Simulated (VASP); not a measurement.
**C (a cell with a defect): single point with PBE**

The system is C (a cell with a defect).

```
C
1.0
     3.57155    0.00000   -3.57155
     0.00000    3.57155   -3.57155
     3.57155    3.57155    0.00000
C
15
Cartesian
  1.7858 1.7858 -1.7858
  3.5715 5.3573 -3.5715
  1.7858 3.5715 -3.5715
  5.3573 3.5715 -3.5715
  3.5715 1.7858 -3.5715
  5.3573 5.3573 -5.3573
  3.5715 3.5715 -5.3573
  0.8929 0.8929 -0.8929
  2.6787 2.6787 -0.8929
  0.8929 2.6787 -2.6787
  2.4242 4.7189 -2.5045
  2.6787 0.8929 -2.6787
  4.4644 2.6787 -2.6787
  2.6787 2.6787 -4.4644
  4.4644 4.4644 -4.4644
```

This cell differs from its parent crystal: atoms taken out, atom 11 moved -0.125 of the way to it and +0.350 Å across, host rigid.

```json
{
 "Program": "VASP 6.6.1",
 "Task": "single point",
 "Functional": "PBE",
 "Potentials or basis": "VASP PAW PBE potentials, release 64 (C)",
 "Cutoff": "520 eV",
 "k mesh": "6 × 6 × 6",
 "Occupations": "gaussian, width 0.05 eV",
 "Spin": "no spin polarisation",
 "Dipole correction": "no",
 "Further INCAR settings": "LREAL = Auto; ALGO = Normal; EDIFF = 1e-06; NBANDS = 43"
}
```

* Pressure: 9.4 GPa
* Largest force: 28.330 eV/Å
* Band gap on the k mesh: zero (bands 30 and 31 overlap by 1.51 eV)

Forces in eV/Å, atoms in the order of the input:
```
C    -0.044   0.044  -0.642
C    -0.856   1.661   1.266
C    -1.661   0.856   1.266
C     0.313   0.474  -0.094
C    -0.474  -0.313  -0.094
C   -11.578  11.578  14.305
C     0.073  -0.073  -0.223
C     1.524   1.331   1.467
C    -1.331  -1.524   1.467
C     0.109  -0.109  -0.336
C    14.278 -14.278 -19.870
C    -0.060   0.060   0.049
C     0.565  -0.565  -1.657
C     0.791   1.647   1.549
C    -1.647  -0.791   1.549
```

Stress tensor (GPa, compression positive):
```
 11.36 -14.93 -11.44
-14.93  11.36  11.44
-11.44  11.44   5.34
```

Levels at points of the mesh, in eV from the Fermi level:
| k point | band 28 | band 29 | band 30 | band 31 | band 32 | band 33 |
| --- | --- | --- | --- | --- | --- | --- |
| (0.00, 0.00, 0.00) | -2.22 | -1.91 | 1.29 | 1.52 | 1.58 | 2.86 |
| (0.50, 0.00, 0.00) | -3.33 | -3.20 | -2.37 | 1.14 | 1.32 | 4.73 |
| (0.00, 0.50, 0.00) | -3.78 | -1.91 | -1.59 | 0.94 | 1.26 | 3.41 |
| (0.00, 0.00, 0.50) | -2.84 | -2.81 | -1.95 | 0.72 | 1.20 | 3.65 |
| (0.50, 0.50, 0.00) | -3.21 | -3.03 | -1.93 | 0.23 | 0.53 | 3.78 |
| (0.00, 0.50, 0.50) | -4.08 | -2.75 | -2.22 | 0.07 | 1.02 | 2.85 |

It took 9 min on 1 thread of AMD EPYC 7R43 64-Core Processor (Zen 3) (shared host), peak memory 0.28 GiB.

Caveat: the cell differs from its parent crystal (atoms taken out, atom 11 moved -0.125 of the way to it and +0.350 Å across, host rigid).
